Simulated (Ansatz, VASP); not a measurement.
**ScAl2N3: VASP beside Ansatz**

INCAR

```
SYSTEM = ScAl2N3
PREC = Accurate ; ENCUT = 600
EDIFF = 1E-6 ; ISMEAR = 0
SIGMA = 0.1 ; LREAL = .False.
LASPH = .True. ; NELM = 100
ALGO = Normal ; ISIF = 3
LWAVE = .False. ; LCHARG = .False.
GGA = PE ; IBRION = 2
NSW = 90 ; EDIFFG = -0.04
```

File KPOINTS:

```
Automatic mesh
0
Gamma
  3 3 6
  0 0 0
```

The input POSCAR:

```
ScAl2N3
1.0
    7.3743812711      0.0000000000      0.0000000000
   -3.6871906355      6.3864015179      0.0000000000
    0.0000000000      0.0000000000      3.5256420530
Sc Al N
1 2 3
Direct
    0.0000000000      0.0000000000      0.0000000000
    0.3333333333      0.6666666667      0.0000000000
    0.6666666667      0.3333333333      0.0000000000
    0.3333333333      0.6666666667      0.5000000000
    0.6666666667      0.3333333333      0.5000000000
    0.0000000000      0.0000000000      0.5000000000
```

Input for Ansatz:

```yaml
crystal:
  lattice:
    - [7.3743812711, 0.0, 0.0]
    - [-3.6871906355, 6.3864015179, 0.0]
    - [0.0, 0.0, 3.525642053]
  atoms:
    - { symbol: Sc, position: [0.0, 0.0, 0.0] }
    - { symbol: Al, position: [0.3333333333, 0.6666666667, 0.0] }
    - { symbol: Al, position: [0.6666666667, 0.3333333333, 0.0] }
    - { symbol: "N", position: [0.3333333333, 0.6666666667, 0.5] }
    - { symbol: "N", position: [0.6666666667, 0.3333333333, 0.5] }
    - { symbol: "N", position: [0.0, 0.0, 0.5] }
basis:
  ecutwfc: 420
kpoints:
  mp_grid: { grid: [3, 3, 6] }
hamiltonian:
  xc: pbe
scf:
  occupations: { method: gaussian, width: 0.1 }
  lower_state_search: "off"
output:
  forces: true
  stress: true
  eigenvalues: true
relax:
  adjacent_minimum: "off"
  f_tol: 0.04
  max_steps: 70
  cell: { stress_tol: 0.4 }
```

Alike in both runs: task relaxation of cell and atoms; functional PBE; k mesh 3 × 3 × 6; occupations gaussian, width 0.1 eV; no spin polarisation.

```csv
,VASP,Ansatz
version,VASP 6.6.1,Ansatz 0.2.0
potentials or method,"VASP PAW PBE potentials, release 64 (Sc_sv, Al, N), cutoff 600 eV","scalar-relativistic, plane waves, PAW"
valence electrons in the cell,32,32
```

```csv
,VASP,Ansatz,Ansatz less VASP
"gap on the k mesh at the Fermi level, each at its own relaxed structure (eV)",none,none,-
relaxed volume (Å³/atom),30.34,28.32,-2.021
relaxed length of the cell vector where the two differ most in proportion (Å),7.712,7.457,-0.2549
```

A gap of «none» marks a metal or a gap that the smearing closes. One of these differences is far larger than is usual between the two programs; its cause wasn't traced.
